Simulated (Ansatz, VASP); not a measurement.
This is a calculation of Na for Ansatz 0.2.0.

Contents of input.yaml:

```yaml
crystal:
  lattice:
    - [-2.0878986484, 2.1091615445, 2.0614116196]
    - [2.165678765, -2.0609541529, 2.0909843446]
    - [2.0931080873, 2.0661645714, -2.013204228]
  atoms:
    - { symbol: Na, position: [0.0, 0.0, 0.0] }
kpoints:
  mp_grid: { grid: [9, 9, 9] }
scf:
  occupations: { method: gaussian, width: 0.01 }
hamiltonian:
  xc: lda
  pseudopotentials: { kind: all_electron, lapw: { basis_error: 0.001 } }
output:
  forces: true
  stress: true
  eigenvalues: true
```

Potentials or basis: all-electron LAPW, scalar-relativistic.

Command:

```bash
$ ansatz run input.yaml --threads 1 --pin off --max-ram 3072MiB --backend cpu --events-out ev --progress --plain --runs-dir out
```

**Question.** Translate it to VASP 6.6.1. Potentials there: VASP PAW LDA potentials, release 64 (Na_pv).

**Answer.** As run (the cutoff follows the program's own potentials):

The input INCAR:

```
PREC     = Accurate       # precision mode
ENCUT    = 520            # plane-wave cutoff, eV
EDIFF    = 1E-6           # SCF threshold, eV
ISMEAR   = 0              # smearing method
SIGMA    = 0.01           # smearing width, eV
LREAL    = False          # projectors in reciprocal space
LASPH    = True           # aspherical terms in the spheres
NELM     = 100            # most SCF steps
ALGO     = Normal         # electronic algorithm
ISIF     = 2              # what is computed and relaxed
LWAVE    = False          # write WAVECAR
LCHARG   = True           # write CHGCAR
LELF     = True           # ELF
LVHAR    = True         
NBANDS   = 10             # bands
```

File KPOINTS:

```
Automatic mesh
0
Gamma
  9 9 9
```

File POSCAR:

```
Na
1.0
   -2.0878986484      2.1091615445      2.0614116196
    2.1656787650     -2.0609541529      2.0909843446
    2.0931080873      2.0661645714     -2.0132042280
Na
1
Direct
    0.0000000000      0.0000000000      0.0000000000
```

Potentials or basis: VASP PAW LDA potentials, release 64 (Na_pv).

Command:

```sh
$ cat potpaw_LDA.64/Na_pv/POTCAR > POTCAR
$ mpirun -np 1 vasp_std > vasp.out
```

Both were run:

|  | VASP | Ansatz | Ansatz less VASP |
| --- | --- | --- | --- |
| gap on the k mesh at the Fermi level (eV) | none | none | - |
| pressure (GPa) | -0.8 | -0.8 | +0.02 |
| traceless stress, the component that is largest in VASP (GPa) | -0.23 | -0.22 | +0.001 |

LDA's correlation is that of Perdew and Zunger in VASP and of Perdew and Wang (1992) in Ansatz. A gap of «none» marks a metal or a gap that the smearing closes. Ansatz ran all-electron here, and VASP with PAW potentials.
